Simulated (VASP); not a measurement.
Input of a VASP 6.6.1 run:

Contents of INCAR:

```
SYSTEM = Se
  PREC = Accurate
  ENCUT = 520
  EDIFF = 1E-6
  ISMEAR = 0
  SIGMA = 0.05
  LREAL = .False.
  LASPH = .True.
  NELM = 80
  ALGO = Normal
  ISIF = 2
  LWAVE = .False.
  LCHARG = .False.
  GGA = PE
  NBANDS = 9
```

The input KPOINTS:

```
regular mesh
0
Gamma
  18 18 18
  0 0 0
```

The input POSCAR:

```
Se
1.0
   -1.7195032417      1.7195032417      1.7195032417
    1.7195032417     -1.7195032417      1.7195032417
    1.7195032417      1.7195032417     -1.7195032417
Se
1
Direct
    0.0000000000      0.0000000000      0.0000000000
```

Potentials or basis: VASP PAW PBE potentials, release 64 (Se).

Command:

```sh
$ cat potpaw_PBE.64/Se/POTCAR > POTCAR
$ mpirun -np 1 vasp_std > vasp.out
```

Q: Estimate the pressure.

A: 0.0 GPa.

Q: Estimate the band gap on the k mesh.

A: Zero (bands 3 and 4 overlap by 6.18 eV).
